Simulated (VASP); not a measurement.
Input of a VASP 6.6.1 run:

INCAR

```
SYSTEM = Zr
PREC = Accurate ; ENCUT = 520
EDIFF = 1E-6 ; ISMEAR = 0
SIGMA = 0.15 ; LREAL = .FALSE.
LASPH = .TRUE. ; NELM = 100
ALGO = Fast ; ISIF = 2
LWAVE = .FALSE. ; LCHARG = .FALSE.
GGA = PE ; NBANDS = 19
```

The input KPOINTS:

```
Automatic mesh
0
G
  18 18 10
  0 0 0
```

File POSCAR:

```
Zr
1.0
    3.2319982225      0.0000000000      0.0000000000
   -1.6159991112      2.7989925657      0.0000000000
    0.0000000000      0.0000000000      5.1470000000
Zr
2
Direct
    0.2261519125      0.4523038251      0.2500000000
    0.6666666667      0.3333333333      0.7500000000
```

Potentials or basis: VASP PAW PBE potentials, release 64 (Zr_sv).

Run with:

```console
$ cat potpaw_PBE.64/Zr_sv/POTCAR > POTCAR
$ mpirun -np 1 vasp_std > vasp.out
```

(1) Estimate the largest force.

(2) Estimate the pressure.

(3) Estimate the band gap on the k mesh.

Results:

(1) 0.223 eV/Å.

(2) -0.6 GPa.

(3) zero (bands 12 and 13 overlap by 1.28 eV).

Caveat: the cell differs from its parent crystal (atom 1 (Zr) moved by (+0.000, -0.600) A along x and y).
